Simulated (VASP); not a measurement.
# BAs (F-43m) in VASP: a series of runs

Runs on BAs. Level: B3LYP5. Tasks: single point.

All numbers are computed with VASP 6.6.1; they aren't measurements. Logs are shortened: lines on timing, memory, paths and dates and some standing lists are left out, and cuts for length are marked.

## Step 1: The cell of the first run

It takes space group F-43m (No. 216, cubic). The conventional cell has a = 4.679 Å, b = 4.679 Å, c = 4.679 Å, α = 90.00°, β = 90.00°, γ = 90.00°. Within 2.7 Å of As (site symmetry -43m) lie 4 B at 2.03 Å. B (site symmetry -43m) has 4 As at 2.03 Å within 2.7 Å.

## Step 2: Single point, B3LYP5

POSCAR

```
BAs
1.0
    0.0000000000      2.3397414207      2.3397414207
    2.3397414207      0.0000000000      2.3397414207
    2.3397414207      2.3397414207      0.0000000000
As B
1 1
Direct
    0.7500000000      0.7500000000      0.7500000000
    0.0000000000      0.0000000000      0.0000000000
```

INCAR.step1

```
PREC = Accurate
ENCUT = 520
EDIFF = 1E-5
ISMEAR = -1
SIGMA = 0.05
LREAL = F
LASPH = T
NELM = 80
ALGO = Normal
ISIF = 2
LWAVE = T
LCHARG = F
NBANDS = 11
GGA = PE
```

INCAR.step2

```
PREC = Accurate
ENCUT = 520
EDIFF = 1E-6
ISMEAR = -1
SIGMA = 0.05
LREAL = F
LASPH = T
NELM = 80
ALGO = Normal
ISIF = 2
LWAVE = F
LCHARG = F
GGA = B5
LHFCALC = T
AEXX = 0.2
AGGAX = 0.72
AGGAC = 0.81
ALDAC = 0.19
PRECFOCK = Normal
NBANDS = 11
ISTART = 1
```

KPOINTS

```
Automatic mesh
0
Gamma
  5 5 5
```

Potentials or basis: VASP PAW PBE potentials, release 64 (As, B).

Run with:

```bash
> cat potpaw_PBE.64/As/POTCAR potpaw_PBE.64/B/POTCAR > POTCAR
> cp INCAR.step1 INCAR
> mpirun -np 1 vasp_std > vasp.out
> cp INCAR.step2 INCAR
> mpirun -np 1 vasp_std > vasp.out
```

OUTCAR:

```text
PREC = Accurate
   ENCUT = 520
   EDIFF = 1E-6
   ISMEAR = -1
   LREAL = F
   LASPH = T
   NELM = 80
   ISIF = 2
   GGA = B5
   LHFCALC = T
   AEXX = 0.2
   PRECFOCK = Normal
   ISTART = 1

 ion  position               nearest neighbor table
   1  0.750  0.750  0.750-   2 2.03   2 2.03   2 2.03   2 2.03
   2  0.000  0.000  0.000-   1 2.03   1 2.03   1 2.03   1 2.03

  LATTYP: Found a face centered cubic cell.
 ALAT       =     4.6794828414

  Lattice vectors:

 A1 = (   0.0000000000,   2.3397414207,   2.3397414207)
 A2 = (   2.3397414207,   0.0000000000,   2.3397414207)
 A3 = (   2.3397414207,   2.3397414207,   0.0000000000)

Analysis of symmetry for initial positions (statically):
=====================================================================
 Subroutine PRICEL returns:
 Original cell was already a primitive cell.

 Routine SETGRP: Setting up the symmetry group for a
 face centered cubic supercell.

 Subroutine GETGRP returns: Found 24 space group operations
 (whereof 24 operations were pure point group operations)
 out of a pool of 48 trial point group operations.

The static configuration has the point symmetry T_d .

Analysis of symmetry for dynamics (positions and initial velocities):
=====================================================================
 Subroutine PRICEL returns:
 Original cell was already a primitive cell.

 Routine SETGRP: Setting up the symmetry group for a
 face centered cubic supercell.

 Subroutine GETGRP returns: Found 24 space group operations
 (whereof 24 operations were pure point group operations)
 out of a pool of 48 trial point group operations.

The dynamic configuration has the point symmetry T_d .

 Subroutine INISYM returns: Found 24 space group operations
 (whereof 24 operations are pure point group operations),
 and found     1 'primitive' translations

----------------------------------------------------------------------------------------

                                     Primitive cell

  volume of cell :      25.6173

  direct lattice vectors                    reciprocal lattice vectors
     0.000000000  2.339741421  2.339741421    -0.213698828  0.213698828  0.213698828
     2.339741421  0.000000000  2.339741421     0.213698828 -0.213698828  0.213698828
     2.339741421  2.339741421  0.000000000     0.213698828  0.213698828 -0.213698828

  length of vectors
     3.308894050  3.308894050  3.308894050     0.370137228  0.370137228  0.370137228

  position of ions in fractional coordinates (direct lattice)
     0.750000000  0.750000000  0.750000000
     0.000000000  0.000000000  0.000000000

  ion indices of the primitive-cell ions
   primitive index   ion index
                 1           1
                 2           2

----------------------------------------------------------------------------------------

 KPOINTS: Automatic mesh

Automatic generation of k-mesh.
 Grid dimensions read from file:
 generate k-points for:    5    5    5

 Generating k-lattice:

  Cartesian coordinates                     Fractional coordinates (reciprocal lattice)
    -0.042739766  0.042739766  0.042739766     0.200000000  0.000000000  0.000000000
     0.042739766 -0.042739766  0.042739766     0.000000000  0.200000000  0.000000000
     0.042739766  0.042739766 -0.042739766     0.000000000  0.000000000  0.200000000

  Length of vectors
     0.074027446  0.074027446  0.074027446

  Shift w.r.t. Gamma in fractional coordinates (k-lattice)
     0.000000000  0.000000000  0.000000000

 Subroutine IBZKPT returns following result:
 ===========================================

 Found     10 irreducible k-points:

 Following reciprocal coordinates:
            Coordinates               Weight
  0.000000  0.000000  0.000000      1.000000
  0.200000  0.000000  0.000000      8.000000
  0.400000  0.000000  0.000000      8.000000
  0.200000  0.200000  0.000000      6.000000
  0.400000  0.200000  0.000000     24.000000
 -0.400000  0.200000  0.000000     24.000000
 -0.200000  0.200000  0.000000     12.000000
  0.400000  0.400000  0.000000      6.000000
 -0.400000  0.400000  0.000000     12.000000
 -0.400000  0.400000  0.200000     24.000000
   k-points           NKPTS =     10   k-points in BZ     NKDIM =    125   number of bands    NBANDS=     11
   number of dos      NEDOS =    301   number of ions     NIONS =      2
   total plane-waves  NPLWV =  21952
   dimension x,y,z NGX =    28 NGY =   28 NGZ =   28
   dimension x,y,z NGXF=    56 NGYF=   56 NGZF=   56
   ions per type =               1   1
   NGX,Y,Z   is equivalent  to a cutoff of  14.07, 14.07, 14.07 a.u.
   NGXF,Y,Z  is equivalent  to a cutoff of  28.14, 28.14, 28.14 a.u.
 SYSTEM =  unknown system
   PREC   = accura    normal or accurate (medium, high low for compatibility)
   ISTART =      1    job   : 0-new  1-cont  2-samecut
   ICHARG =      0    charge: 1-file 2-atom 10-const
   ISPIN  =      1    spin polarized calculation?
   LNONCOLLINEAR =      F non collinear calculations
   LSORBIT =      F    spin-orbit coupling
   LASPH  =      T    aspherical Exc in radial PAW
   ENCUT  =  520.0 eV  38.22 Ry    6.18 a.u.   6.15  6.15  6.15*2*pi/ulx,y,z
   NELM   =     80;   NELMIN=  2; NELMDL=  0     # of ELM steps
   EDIFF  = 0.1E-05   stopping-criterion for ELM
   LREAL  =      F    real-space projection
   EDIFFG = 0.1E-04   stopping-criterion for IOM
   NSW    =      0    number of steps for IOM
   IBRION =     -1    ionic relax: 0-MD 1-quasi-New 2-CG
   NFREE  =      0    steps in history (QN), initial steepest desc. (CG)
   ISIF   =      2    stress and relaxation
   ISYM   =      3    0-nonsym 1-usesym 2-fastsym
   POTIM  = 0.5000    time-step for ionic-motion
   TEBEG  =    0.0;   TEEND  =   0.0 temperature during run
   PSTRESS=    0.0 pullay stress
   NELECT =       8.0000    total number of electrons
   NUPDOWN=      -1.0000    fix difference up-down
   EMIN   =  10.00;   EMAX   =-10.00  energy-range for DOS
   EFERMI =   0.00;   METHOD = LEGACY
   ISMEAR =    -1;   SIGMA  =   0.05  broadening in eV -4-tet -1-fermi 0-gaus
   EFERMI_NEDOS =   21; number of points for ismear=-14 and -15
   IALGO  =     38    algorithm
   IMIX   =      1    mixing-type and parameters
     AMIX     =   0.40;   BMIX     =  1.00
     AMIX_MAG =   1.60;   BMIX_MAG =  1.00
  volume/ion in A,a.u.               =      12.81        86.44
  Fermi-wavevector in a.u.,A,eV,Ry     =   1.110692  2.098903 16.784646  1.233637
  Thomas-Fermi vector in A             =   2.247246
   LORBIT       =      0    0 simple, 1 ext, 2 COOP (PROOUT), +10 PAW based schemes
   GGA     = B5    functional components
   LHFCALC =     T    Hartree Fock is set to
   PRECFOCK=normal    Normal, Fast or Accurate (Low or Medium for compatibility)
   ENCUT4O =  -1.0   cutoff for four orbital integrals eV
   NKREDX  =     1    reduce k-point grid by
   NKREDY  =     1    reduce k-point grid by
   NKREDZ  =     1    reduce k-point grid by
   AEXX    =    0.2000 exact exchange contribution
   HFSCREEN=    0.0000 screening length (either q_TF or 0.3 A-1)
   HFSCREENC=   0.0000 screening length for correlation (either q_TF or 0.3 A-1)
   ENCUTFOCK=  -1.0 apply spherical cutoff to Coloumb kernel
   IVDW    =     0    specifies the selected vdW correction
   LEPSILON=     F    determine dielectric tensor
   LRPA    =     F    only Hartree local field effects (RPA)
 non-spin polarized calculation
  energy-cutoff  :      520.00
  volume of cell :       25.62
 maximum number of plane-waves:       701
 NGX is ok and might be reduce to    28
  NGX = 20; NGY = 20; NGZ = 20

 number of electron       8.0000000 magnetization

 Free energy of the ion-electron system (eV)
  ---------------------------------------------------
  ext. energy  EPLUGINS =         0.00000000
  ---------------------------------------------------
  free energy    TOTEN  =       -12.29399052 eV

  energy without entropy =      -12.29399052  energy(sigma->0) =      -12.29399052

 E-fermi :   7.5057     XC(G=0):  -8.4632

 val. band max:        6.4816321749   @ k =   0.0000   0.0000   0.0000
 cond. band min:       8.9649648917   @ k =   0.4000   0.4000   0.0000
 fundamental gap:      2.4833327168
 Fermi energy:         7.5056632622

 k-point     1 :       0.0000    0.0000    0.0000
  band No.  band energies     occupation
      1     -10.7114      2.00000
      2       6.4816      2.00000
      3       6.4816      2.00000
      4       6.4816      2.00000
      5      11.2139      0.00000
      6      11.2139      0.00000
      7      11.2139      0.00000
      8      13.6011      0.00000
      9      18.2165      0.00000
     10      21.4323      0.00000
     11      21.4323      0.00000

 k-point     2 :       0.2000    0.0000    0.0000
  band No.  band energies     occupation
      1      -9.9758      2.00000
      2       2.3640      2.00000
      3       5.5116      2.00000
      4       5.5116      2.00000
      5      11.4316      0.00000
      6      12.4494      0.00000
      7      12.4494      0.00000
      8      15.8750      0.00000
      9      19.5294      0.00000
     10      19.5294      0.00000
     11      19.9437      0.00000

 k-point     3 :       0.4000    0.0000    0.0000
  band No.  band energies     occupation
      1      -8.0374      2.00000
      2      -2.4024      2.00000
      3       4.5528      2.00000
      4       4.5528      2.00000
      5      11.0424      0.00000
      6      12.8884      0.00000
      7      12.8884      0.00000
      8      17.3330      0.00000
      9      20.9082      0.00000
     10      21.7816      0.00000
     11      21.7816      0.00000

 k-point     4 :       0.2000    0.2000    0.0000
  band No.  band energies     occupation
      1      -9.7263      2.00000
      2       3.3024      2.00000
      3       4.0988      2.00000
      4       4.0988      2.00000
      5       9.8362      0.00000
      6      13.6824      0.00000
      7      14.6202      0.00000
      8      14.6202      0.00000
      9      18.3961      0.00000
     10      21.4987      0.00000
     11      22.4675      0.00000

 k-point     5 :       0.4000    0.2000    0.0000
  band No.  band energies     occupation
      1      -8.1230      2.00000
      2      -0.7760      2.00000
      3       2.6449      2.00000
      4       3.2421      2.00000
      5      10.5276      0.00000
      6      13.7013      0.00000
      7      15.1801      0.00000
      8      15.6438      0.00000
      9      20.6306      0.00000
     10      23.2573      0.00000
     11      23.7016      0.00000

 k-point     6 :      -0.4000    0.2000    0.0000
  band No.  band energies     occupation
      1      -6.9197      2.00000
      2      -2.7737      2.00000
      3       1.4255      2.00000
      4       3.6557      2.00000
      5      11.0930      0.00000
      6      14.5239      0.00000
      7      14.7833      0.00000
      8      17.7098      0.00000
      9      19.7617      0.00000
     10      21.1129      0.00000
     11      23.8975      0.00000

 k-point     7 :      -0.2000    0.2000    0.0000
  band No.  band energies     occupation
      1      -8.7993      2.00000
      2       0.4474      2.00000
      3       1.9454      2.00000
      4       5.0325      2.00000
      5      12.1299      0.00000
      6      13.2947      0.00000
      7      14.2578      0.00000
      8      15.5253      0.00000
      9      18.1358      0.00000
     10      21.3933      0.00000
     11      23.2864      0.00000

 k-point     8 :       0.4000    0.4000    0.0000
  band No.  band energies     occupation
      1      -6.9890      2.00000
      2      -1.6540      2.00000
      3       2.1270      2.00000
      4       2.1270      2.00000
      5       8.9650      0.00000
      6      10.1490      0.00000
      7      19.2033      0.00000
      8      19.2033      0.00000
      9      21.2820      0.00000
     10      25.5270      0.00000
     11      26.2645      0.00000

 k-point     9 :      -0.4000    0.4000    0.0000
  band No.  band energies     occupation
      1      -5.8201      2.00000
      2      -2.8043      2.00000
      3       0.1547      2.00000
      4       2.3051      2.00000
      5       9.6821      0.00000
      6      12.4832      0.00000
      7      18.5808      0.00000
      8      19.0513      0.00000
      9      20.0447      0.00000
     10      22.8671      0.00000
     11      26.0396      0.00000

 k-point    10 :      -0.4000    0.4000    0.2000
  band No.  band energies     occupation
      1      -6.4324      2.00000
      2      -2.0306      2.00000
      3       0.3442      2.00000
      4       1.8151      2.00000
      5      12.4751      0.00000
      6      13.5053      0.00000
      7      14.4964      0.00000
      8      18.4283      0.00000
      9      19.7345      0.00000
     10      23.0369      0.00000
     11      25.8585      0.00000

------------------------ aborting loop because EDIFF is reached ----------------------------------------

  FORCE on cell =-STRESS in cart. coord.  units (eV):
  Direction    XX          YY          ZZ          XY          YZ          ZX
  --------------------------------------------------------------------------------------
  -------------------------------------------------------------------------------------
  Total        2.4188586      2.4188586      2.4188586      0.0000000      0.0000000      0.0000000
  in kB      151.2820757    151.2820757    151.2820757      0.0000000      0.0000000      0.0000000
  external PRESSURE =     151.2820757 kB  Pullay stress =       0.0000000 kB

 VOLUME and BASIS-vectors are now :
 -----------------------------------------------------------------------------
  energy-cutoff  :      520.00
  volume of cell :       25.62
      direct lattice vectors                 reciprocal lattice vectors
     0.000000000  2.339741421  2.339741421    -0.213698828  0.213698828  0.213698828
     2.339741421  0.000000000  2.339741421     0.213698828 -0.213698828  0.213698828
     2.339741421  2.339741421  0.000000000     0.213698828  0.213698828 -0.213698828

 POSITION                                       TOTAL-FORCE (eV/Angst)
 -----------------------------------------------------------------------------------
      3.50961      3.50961      3.50961        -0.000000     -0.000000      0.000000
      0.00000      0.00000      0.00000         0.000000      0.000000     -0.000000
 -----------------------------------------------------------------------------------
    total drift:                                0.000000      0.000000      0.000000

  FREE ENERGIE OF THE ION-ELECTRON SYSTEM (eV)
  ---------------------------------------------------
  free  energy   TOTEN  =       -12.2939905231 eV

  energy  without entropy=      -12.2939905230  energy(sigma->0) =      -12.29399052
```

Run time: 3 min. Hardware: 1 thread of AMD EPYC 7R13 (Zen 3), shared host; peak memory 0.13 GiB.

Results:

```yaml
Free_energy: -12.2940 eV
Pressure: 15.1 GPa
Band_gap_on_the_k_mesh: 2.48 eV (least direct gap 4.73 eV)
```

Levels at points of the mesh, in eV from the valence-band top:
```
           k point  band 1  band 2  band 3  band 4  band 5  band 6  band 7  band 8
(0.00, 0.00, 0.00)  -17.19    0.00    0.00    0.00    4.73    4.73    4.73    7.12
```

Caveat: the k points lie up to 0.47 Å⁻¹ apart; the PAW data sets were made with another functional, which shifts forces and pressure a little; an odd mesh through Γ misses points on the zone boundary, where band edges can lie.

[end of part 1 of 2]
